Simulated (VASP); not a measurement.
Write the native input for VASP 6.6.1 that does the following.

```yaml
Task: single point
Functional: PBE
Potentials_or_basis: VASP PAW PBE potentials, release 64 (Sr_sv, Tl_d)
Cutoff: 520 eV
k_mesh: 4 × 4 × 4
Occupations: gaussian, width 0.1 eV
Spin: no spin polarisation
Dipole_correction: no
Further_INCAR_settings: ALGO = Fast; EDIFF = 1e-06; NBANDS = 38
```

The structure of Sr2Tl3 lies in POSCAR:

```
Sr2Tl3
1.0
    6.1160304911      0.0000000000      0.0000000000
    0.0000000000      6.1160304911      0.0000000000
    0.0000000000      0.0000000000      6.1160304911
Sr Tl
2 3
Direct
    0.5000000000      0.5000000000      0.5000000000
    0.0000000000      0.0000000000      0.0000000000
    0.0000000000      0.5000000000      0.5000000000
    0.5000000000      0.0000000000      0.5000000000
    0.5000000000      0.5000000000      0.0000000000
```

The cell was generated, and may not be a known phase.

These files were run (other wordings do the same):

INCAR

```
SYSTEM = Sr2Tl3
  ALGO = Fast
  EDIFF = 1E-6
  ENCUT = 520
  GGA = PE
  ISIF = 2
  ISMEAR = 0
  LASPH = .True.
  LCHARG = .False.
  LREAL = .False.
  LWAVE = .False.
  NBANDS = 38
  NELM = 80
  PREC = Accurate
  SIGMA = 0.1
```

KPOINTS

```
k-points
0
Gamma
  4 4 4
  0 0 0
```

Potentials or basis: VASP PAW PBE potentials, release 64 (Sr_sv, Tl_d).

The run is started by

```sh
$ cat potpaw_PBE.64/Sr_sv/POTCAR potpaw_PBE.64/Tl_d/POTCAR > POTCAR
$ mpirun -np 1 vasp_std > vasp.out
```

Results of the run:

```
Pressure               : 0.3 GPa
Band gap on the k mesh : zero (an odd number of electrons rules out a gap without spin polarisation)
```

Caveat: spin-orbit coupling is left out, which moves the levels of the heavy elements.

Wall time 3.2 min on 1 thread of Oxide Virtual Turin-like Processor, on a shared host, peak memory 0.32 GiB.
